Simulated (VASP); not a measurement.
# PtS2 (P-3m1) in VASP: a series of runs

Aim: see how the results for PtS2 move with the level of theory and the settings. Levels: r2SCAN+rVV10, r2SCAN0. Tasks: relaxation of cell and atoms, single point.

Everything below comes from runs of VASP 6.6.1. Logs are shortened: lines on timing, memory, paths and dates and some standing lists are left out, and cuts for length are marked.

## 1. The cell of the first run

Symmetry: P-3m1, No. 164, trigonal system. Conventional cell: a = 3.583 Å, b = 3.583 Å, c = 4.661 Å, α = 90.00°, β = 90.00°, γ = 120.00°. Within 3.2 Å of Pt (site symmetry -3m) lie 6 S at 2.39 Å. Within 3.2 Å of S (site symmetry 3m) lie 3 Pt at 2.39 Å and 6 S at 3.05 to 3.18 Å.

## 2. Relaxation of cell and atoms, r2SCAN+rVV10

POSCAR reads:

```
PtS2
1.0
    3.5831026186      0.0000000000      0.0000000000
   -1.7915513093      3.1030578921      0.0000000000
    0.0000000000      0.0000000000      4.6606495818
Pt S
1 2
Direct
    0.0000000000      0.0000000000      0.0000000000
    0.3333333333      0.6666666667      0.2588494638
    0.6666666667      0.3333333333      0.7411505362
```

INCAR.step1 reads:

```
SYSTEM = PtS2
PREC     = Accurate       ! precision mode
ENCUT    = 550            ! plane-wave cutoff, eV
ISMEAR   = -1             ! smearing method
SIGMA    = 0.02           ! smearing width, eV
LREAL    = .False.        ! projectors in reciprocal space
LASPH    = .True.         ! aspherical terms in the spheres
NELM     = 120            ! most SCF steps
GGA      = PE             ! functional
ALGO     = Normal         ! electronic algorithm
EDIFF    = 1E-5           ! SCF threshold, eV
LWAVE    = .True.         ! write WAVECAR
LCHARG   = .False.        ! write CHGCAR
GGA_COMPAT= .False.      
IBRION   = 2              ! ionic algorithm
ISIF     = 3              ! what is computed and relaxed
EDIFFG   = -0.005         ! ionic threshold
NELMIN   = 4            
NSW      = 100            ! ionic steps
```

INCAR.step2 reads:

```
SYSTEM = PtS2
PREC     = Accurate       ! precision mode
ENCUT    = 550            ! plane-wave cutoff, eV
EDIFF    = 1E-7           ! SCF threshold, eV
ISMEAR   = -1             ! smearing method
SIGMA    = 0.02           ! smearing width, eV
LREAL    = .False.        ! projectors in reciprocal space
LASPH    = .True.         ! aspherical terms in the spheres
NELM     = 120            ! most SCF steps
ALGO     = Normal         ! electronic algorithm
ISIF     = 3              ! what is computed and relaxed
LWAVE    = .False.        ! write WAVECAR
LCHARG   = .False.        ! write CHGCAR
METAGGA  = R2SCAN         ! meta-GGA
LMIXTAU  = .True.       
LUSE_VDW = .True.       
IVDW_NL  = 2            
BPARAM   = 11.95        
CPARAM   = 0.0093       
IBRION   = 2              ! ionic algorithm
NSW      = 80             ! ionic steps
EDIFFG   = -0.005         ! ionic threshold
ISTART   = 1            
GGA_COMPAT= .False.      
NELMIN   = 4
```

KPOINTS reads:

```
Automatic mesh
0
Gamma
  12 12 6
  0 0 0
```

Potentials or basis: VASP PAW PBE potentials, release 64 (Pt, S).

Started as:

```
> cat potpaw_PBE.64/Pt/POTCAR potpaw_PBE.64/S/POTCAR > POTCAR
> cp INCAR.step1 INCAR
> mpirun -np 1 vasp_std > vasp.out
> cp INCAR.step2 INCAR
> mpirun -np 1 vasp_std > vasp.out
```

OUTCAR:

```text
SYSTEM = PtS2
   PREC = Accurate
   ENCUT = 550
   EDIFF = 1E-7
   ISMEAR = -1
   LREAL = .False.
   LASPH = .True.
   NELM = 120
   ISIF = 3
   METAGGA = R2SCAN
   IVDW_NL = 2
   BPARAM = 11.95
   IBRION = 2
   NSW = 80
   EDIFFG = -0.005
   ISTART = 1
   NELMIN = 4

 ion  position               nearest neighbor table
   1  0.000  0.000  0.000-   2 2.39   3 2.39   3 2.39   2 2.39   3 2.39   2 2.39
   2  0.333  0.667  0.259-   1 2.39   1 2.39   1 2.39
   3  0.667  0.333  0.741-   1 2.39   1 2.39   1 2.39

  LATTYP: Found a hexagonal cell.
 ALAT       =     3.5831026186
 C/A-ratio  =     1.3007301431

  Lattice vectors:

 A1 = (   3.5831026186,   0.0000000000,   0.0000000000)
 A2 = (  -1.7915513093,   3.1030578921,   0.0000000000)
 A3 = (   0.0000000000,   0.0000000000,   4.6606495818)

Analysis of symmetry for initial positions (statically):
=====================================================================
 Subroutine PRICEL returns:
 Original cell was already a primitive cell.

 Routine SETGRP: Setting up the symmetry group for a
 hexagonal supercell.

 Subroutine GETGRP returns: Found 12 space group operations
 (whereof 12 operations were pure point group operations)
 out of a pool of 24 trial point group operations.

The static configuration has the point symmetry D_3d.

Analysis of symmetry for dynamics (positions and initial velocities):
=====================================================================
 Subroutine PRICEL returns:
 Original cell was already a primitive cell.

 Routine SETGRP: Setting up the symmetry group for a
 hexagonal supercell.

 Subroutine GETGRP returns: Found 12 space group operations
 (whereof 12 operations were pure point group operations)
 out of a pool of 24 trial point group operations.

The dynamic configuration has the point symmetry D_3d.

 Subroutine INISYM returns: Found 12 space group operations
 (whereof 12 operations are pure point group operations),
 and found     1 'primitive' translations

----------------------------------------------------------------------------------------

                                     Primitive cell

  volume of cell :      51.8198

  direct lattice vectors                    reciprocal lattice vectors
     3.583102619  0.000000000  0.000000000     0.279087737  0.161131380  0.000000000
    -1.791551309  3.103057892  0.000000000     0.000000000  0.322262760  0.000000000
     0.000000000  0.000000000  4.660649582     0.000000000  0.000000000  0.214562366

  length of vectors
     3.583102619  3.583102619  4.660649582     0.322262760  0.322262760  0.214562366

  position of ions in fractional coordinates (direct lattice)
     0.000000000  0.000000000  0.000000000
     0.333333333  0.666666667  0.258849464
     0.666666667  0.333333333  0.741150536

  ion indices of the primitive-cell ions
   primitive index   ion index
                 1           1
                 2           2
                 3           3

----------------------------------------------------------------------------------------

 KPOINTS: Automatic mesh

Automatic generation of k-mesh.
 Grid dimensions read from file:
 generate k-points for:   12   12    6

 Generating k-lattice:

  Cartesian coordinates                     Fractional coordinates (reciprocal lattice)
     0.023257311  0.013427615  0.000000000     0.083333333  0.000000000  0.000000000
     0.000000000  0.026855230  0.000000000     0.000000000  0.083333333  0.000000000
     0.000000000  0.000000000  0.035760394     0.000000000  0.000000000  0.166666667

  Length of vectors
     0.026855230  0.026855230  0.035760394

  Shift w.r.t. Gamma in fractional coordinates (k-lattice)
     0.000000000  0.000000000  0.000000000

 Subroutine IBZKPT returns following result:
 ===========================================

 Found    100 irreducible k-points:

 Following reciprocal coordinates:
            Coordinates               Weight
  0.000000  0.000000  0.000000      1.000000
  0.083333 -0.000000  0.000000      6.000000
  0.166667  0.000000  0.000000      6.000000
  0.250000 -0.000000  0.000000      6.000000
  0.333333 -0.000000  0.000000      6.000000
  0.416667 -0.000000  0.000000      6.000000
[... 16 lines left out ...]
  0.166667  0.000000  0.166667      6.000000
  0.000000  0.166667  0.166667      6.000000
 [... further k-points ...]
   k-points           NKPTS =    100   k-points in BZ     NKDIM =    100   number of bands    NBANDS=     15
   number of dos      NEDOS =    301   number of ions     NIONS =      3
   total plane-waves  NPLWV =  28224
   dimension x,y,z NGX =    28 NGY =   28 NGZ =   36
   dimension x,y,z NGXF=    56 NGYF=   56 NGZF=   72
   ions per type =               1   2
   NGX,Y,Z   is equivalent  to a cutoff of  12.99, 12.99, 12.84 a.u.
   NGXF,Y,Z  is equivalent  to a cutoff of  25.98, 25.98, 25.68 a.u.
 SYSTEM =  PtS2
   PREC   = accura    normal or accurate (medium, high low for compatibility)
   ISTART =      1    job   : 0-new  1-cont  2-samecut
   ICHARG =      0    charge: 1-file 2-atom 10-const
   ISPIN  =      1    spin polarized calculation?
   LNONCOLLINEAR =      F non collinear calculations
   LSORBIT =      F    spin-orbit coupling
   LASPH  =      T    aspherical Exc in radial PAW
   ENCUT  =  550.0 eV  40.42 Ry    6.36 a.u.   6.85  6.85  8.91*2*pi/ulx,y,z
   NELM   =    120;   NELMIN=  4; NELMDL=  0     # of ELM steps
   EDIFF  = 0.1E-06   stopping-criterion for ELM
   LREAL  =      F    real-space projection
   EDIFFG = -.5E-02   stopping-criterion for IOM
   NSW    =     80    number of steps for IOM
   IBRION =      2    ionic relax: 0-MD 1-quasi-New 2-CG
   NFREE  =      1    steps in history (QN), initial steepest desc. (CG)
   ISIF   =      3    stress and relaxation
   ISYM   =      2    0-nonsym 1-usesym 2-fastsym
   POTIM  = 0.5000    time-step for ionic-motion
   TEBEG  =    0.0;   TEEND  =   0.0 temperature during run
   PSTRESS=    0.0 pullay stress
   NELECT =      22.0000    total number of electrons
   NUPDOWN=      -1.0000    fix difference up-down
   EMIN   =  10.00;   EMAX   =-10.00  energy-range for DOS
   EFERMI =   0.00;   METHOD = LEGACY
   ISMEAR =    -1;   SIGMA  =   0.02  broadening in eV -4-tet -1-fermi 0-gaus
   EFERMI_NEDOS =   21; number of points for ismear=-14 and -15
   IALGO  =     38    algorithm
   IMIX   =      4    mixing-type and parameters
     AMIX     =   0.40;   BMIX     =  1.00
     AMIX_MAG =   1.60;   BMIX_MAG =  1.00
  volume/ion in A,a.u.               =      17.27       116.57
  Fermi-wavevector in a.u.,A,eV,Ry     =   1.230412  2.325141 20.598044  1.513914
  Thomas-Fermi vector in A             =   2.365261
   LORBIT       =      0    0 simple, 1 ext, 2 COOP (PROOUT), +10 PAW based schemes
   METAGGA = R2SCAN    functional components
   LHFCALC =     F    Hartree Fock is set to
   AEXX    =    0.0000 exact exchange contribution
   IVDW_NL    =     2    kernel type
   BPARAM     =11.9500
   IVDW    =     0    specifies the selected vdW correction
   LEPSILON=     F    determine dielectric tensor
   LRPA    =     F    only Hartree local field effects (RPA)
 conjugate gradient relaxation of ions
 non-spin polarized calculation
  energy-cutoff  :      550.00
  volume of cell :       51.82
 maximum number of plane-waves:      1534
   NGX = 13   NGY = 13   NGZ = 17

--------------------------------------- Ionic step        1  -------------------------------------------

 number of electron      21.9999997 magnetization

 Free energy of the ion-electron system (eV)
  ---------------------------------------------------
  ext. energy  EPLUGINS =         0.00000000
  ---------------------------------------------------
  free energy    TOTEN  =       -68.37699374 eV

  energy without entropy =      -68.37697470  energy(sigma->0) =      -68.37698422

------------------------ aborting loop because EDIFF is reached ----------------------------------------

  FORCE on cell =-STRESS in cart. coord.  units (eV):
  Direction    XX          YY          ZZ          XY          YZ          ZX
  --------------------------------------------------------------------------------------
  -------------------------------------------------------------------------------------
  Total        0.0992581      0.0992581      0.6582831      0.0000000      0.0000000      0.0000000
  in kB        3.0688864      3.0688864     20.3529665      0.0000000      0.0000000      0.0000000
  external PRESSURE =       8.8302465 kB  Pullay stress =       0.0000000 kB
[... 92 lines left out ...]
  FREE ENERGIE OF THE ION-ELECTRON SYSTEM (eV)
  ---------------------------------------------------
  free  energy   TOTEN  =       -68.3871687531 eV

  energy  without entropy=      -68.3871676385  energy(sigma->0) =      -68.38716820

[... ionic steps 4 to 12 ...]

--------------------------------------- Ionic step       13  -------------------------------------------

 number of electron      21.9999998 magnetization

------------------------ aborting loop because EDIFF is reached ----------------------------------------
[... 69 lines left out ...]
--------------------------------------- Ionic step       15  -------------------------------------------

 number of electron      21.9999998 magnetization

 Free energy of the ion-electron system (eV)
  ---------------------------------------------------
  ext. energy  EPLUGINS =         0.00000000
  ---------------------------------------------------
  free energy    TOTEN  =       -68.41526169 eV

  energy without entropy =      -68.41526169  energy(sigma->0) =      -68.41526169

 E-fermi :   6.6117     XC(G=0): -11.2597

 val. band max:        6.1867259080   @ k =   0.0000   0.1667   0.1667
 cond. band min:       7.0360797983   @ k =   0.0000   0.2500   0.3333
 fundamental gap:      0.8493538904
 Fermi energy:         6.6117060463

 k-point     1 :       0.0000    0.0000    0.0000
  band No.  band energies     occupation
      1      -9.5796      2.00000
      2      -6.6684      2.00000
      3      -0.8584      2.00000
      4      -0.5126      2.00000
      5      -0.5126      2.00000
      6       2.2861      2.00000
      7       2.2861      2.00000
      8       4.1089      2.00000
      9       5.1096      2.00000
     10       5.1096      2.00000
     11       6.1795      2.00000
     12       8.4711      0.00000
     13       8.4711      0.00000
     14      11.3625      0.00000
[... 401 lines left out ...]
      2      -6.9613      2.00000
      3      -0.6504      2.00000
      4      -0.3073      2.00000
      5       0.0901      2.00000
      6       1.6460      2.00000
      7       2.0718      2.00000
      8       3.3988      2.00000
      9       4.7259      2.00000
     10       5.1672      2.00000
     11       6.1867      2.00000
     12       7.7449      0.00000
     13       8.0974      0.00000
     14      12.3011      0.00000
     15      13.1292      0.00000

 [... further k-points ...]

------------------------ aborting loop because EDIFF is reached ----------------------------------------

  FORCE on cell =-STRESS in cart. coord.  units (eV):
  Direction    XX          YY          ZZ          XY          YZ          ZX
  --------------------------------------------------------------------------------------
  -------------------------------------------------------------------------------------
  Total        0.0072133      0.0072133     -0.0006680      0.0000000      0.0000000      0.0000000
  in kB        0.2059480      0.2059480     -0.0190719      0.0000000      0.0000000      0.0000000
  external PRESSURE =       0.1309414 kB  Pullay stress =       0.0000000 kB
[... 18 lines left out ...]
  FREE ENERGIE OF THE ION-ELECTRON SYSTEM (eV)
  ---------------------------------------------------
  free  energy   TOTEN  =       -68.4152616919 eV

  energy  without entropy=      -68.4152616919  energy(sigma->0) =      -68.41526169

 reached required accuracy - stopping structural energy minimisation
```

Run time: 81 min. Hardware: 1 thread of Intel Xeon Platinum 8259CL at 2.50GHz (Skylake/Cascade Lake), shared host; peak memory 0.37 GiB.

What came out:

* Free energy: -68.4153 eV
* Relaxed volume: 18.71 Å³/atom
* Relaxed cell: a = 3.555 Å, b = 3.555 Å, c = 5.128 Å, α = 90.00°, β = 90.00°, γ = 120.00°
* Space group after relaxing (to 0.1 Å): P-3m1 (No. 164)
* Energy gained by relaxing: 12.8 meV/atom
* Ionic steps: 15
* Pressure after relaxing: 0.0 GPa
* Largest force after relaxing: 0.004 eV/Å
* Band gap on the k mesh: 0.85 eV (least direct gap 1.13 eV)

Forces in eV/Å, atoms in the order of the input:
```
Pt   0.000  0.000  0.000
S    0.000  0.000  0.004
S    0.000  0.000 -0.004
```

The path:
| step | energy change (eV) | largest force (eV/Å) | pressure (GPa) | volume (Å³) |
| --- | --- | --- | --- | --- |
| 1 | 0.0000 | 0.1435 | 0.88 | 51.82 |
| 2 | -0.0071 | 0.2240 | -0.40 | 52.54 |
| 3 | -0.0102 | 0.3301 | -1.98 | 53.50 |
| 4 | -0.0124 | 0.3167 | -1.90 | 53.58 |
| 5 | -0.0185 | 0.2758 | -1.62 | 53.82 |
| 6 | -0.0280 | 0.1920 | -1.02 | 54.29 |
| 7 | -0.0372 | 0.0102 | 0.34 | 55.20 |
| 8 | -0.0375 | 0.0293 | 0.65 | 55.39 |
| 9 | -0.0381 | 0.0052 | 0.19 | 55.76 |
| 10 | -0.0382 | 0.0263 | -0.09 | 55.99 |
| 11 | -0.0382 | 0.0239 | -0.05 | 55.96 |
| 12 | -0.0382 | 0.0250 | -0.07 | 55.97 |
| 13 | -0.0382 | 0.0176 | -0.05 | 56.01 |
| 14 | -0.0383 | 0.0102 | -0.03 | 56.04 |
| 15 | -0.0383 | 0.0037 | 0.01 | 56.12 |

Final structure:
```xyz
3
Lattice="3.5547 0.0000 0.0000 -1.7773 3.0784 0.0000 0.0000 0.0000 5.1280" Properties=species:S:1:pos:R:3 pbc="T T T"
Pt    0.0000    0.0000    0.0000
S     0.0000    2.0523    1.2255
S     1.7773    1.0261    3.9026
```

Levels at points of the mesh, in eV from the valence-band top:
```
           k point  band 7  band 8  band 9  band 10  band 11  band 12  band 13  band 14  band 15
(0.00, 0.00, 0.00)   -3.90   -2.08   -1.08    -1.08    -0.01     2.28     2.28     5.18     5.96
(0.50, 0.00, 0.00)   -3.25   -3.22   -3.21    -3.09    -2.48     1.71     2.75     5.77     6.93
(0.00, 0.00, 0.50)   -3.92   -2.64   -1.31    -1.31    -1.11     2.81     2.81     6.00     7.59
(0.50, 0.00, 0.50)   -3.22   -3.22   -2.81    -2.81    -1.46     1.90     2.41     5.45     5.85
```

Caveat: the PAW data sets were made with another functional, which shifts forces and pressure a little; spin-orbit coupling is left out, which moves the levels of the heavy elements.

## 3. Single point, r2SCAN0

This run uses another cell than the first one, of 18.66 Å³/atom.

POSCAR reads:

```
PtS2
1.0
    3.5526240046      0.0000000000      0.0000000000
   -1.7763120023      3.0766626381      0.0000000000
    0.0000000000      0.0000000000      5.1228330609
Pt S
1 2
Direct
    0.0000000000      0.0000000000      0.0000000000
    0.3333333333      0.6666666667      0.2392541205
    0.6666666667      0.3333333333      0.7607458795
```

INCAR.step1 reads:

```
ALGO = Normal
EDIFF = 1E-5
ENCUT = 440
GGA = PE
GGA_COMPAT = F
ISIF = 2
ISMEAR = 0
LASPH = T
LCHARG = F
LREAL = F
LWAVE = T
NBANDS = 18
NELM = 120
PREC = Accurate
SIGMA = 0.01
```

INCAR.step2 reads:

```
AEXX = 0.25
ALGO = Normal
EDIFF = 1E-6
ENCUT = 440
GGA_COMPAT = F
ISIF = 2
ISMEAR = 0
ISTART = 1
LASPH = T
LCHARG = F
LHFCALC = T
LMIXTAU = T
LREAL = F
LWAVE = F
METAGGA = R2SCAN
NBANDS = 18
NELM = 120
PREC = Accurate
PRECFOCK = Normal
SIGMA = 0.01
```

KPOINTS reads:

```
k-points
0
Gamma
  6 6 4
```

Potentials or basis: VASP PAW PBE potentials, release 64 (Pt, S).

Started as:

```
> cat potpaw_PBE.64/Pt/POTCAR potpaw_PBE.64/S/POTCAR > POTCAR
> cp INCAR.step1 INCAR
> mpirun -np 1 vasp_std > vasp.out
> cp INCAR.step2 INCAR
> mpirun -np 1 vasp_std > vasp.out
```

Wall time 58 min (1 thread of AMD EPYC 7R43 (Zen 3), shared host); peak memory 0.15 GiB.

It converged, with:

* Free energy: -60.7291 eV
* Pressure: -2.5 GPa
* Largest force: 0.437 eV/Å
* Band gap on the k mesh: 2.16 eV (least direct gap 2.93 eV)

Forces in eV/Å, atoms in the order of the input:
```
Pt   0.000  0.000  0.000
S    0.000  0.000 -0.437
S    0.000  0.000  0.437
```

Stress tensor (GPa, compression positive):
```
-3.24  0.00  0.00
 0.00 -3.24  0.00
 0.00  0.00 -1.03
```

Levels at points of the mesh, in eV from the valence-band top:
| k point | band 8 | band 9 | band 10 | band 11 | band 12 | band 13 | band 14 | band 15 |
| --- | --- | --- | --- | --- | --- | --- | --- | --- |
| (0.00, 0.00, 0.00) | -2.83 | -1.19 | -1.19 | 0.00 | 3.51 | 3.51 | 6.47 | 7.44 |
| (0.50, 0.00, 0.00) | -4.01 | -3.66 | -3.57 | -3.05 | 3.00 | 4.13 | 7.28 | 8.37 |
| (0.00, 0.00, 0.50) | -2.93 | -1.63 | -1.44 | -1.44 | 4.14 | 4.14 | 7.37 | 9.20 |
| (0.50, 0.00, 0.50) | -4.06 | -3.60 | -3.13 | -1.69 | 3.16 | 3.79 | 6.98 | 7.28 |

Caveat: the PAW data sets were made with another functional, which shifts forces and pressure a little; spin-orbit coupling is left out, which moves the levels of the heavy elements.
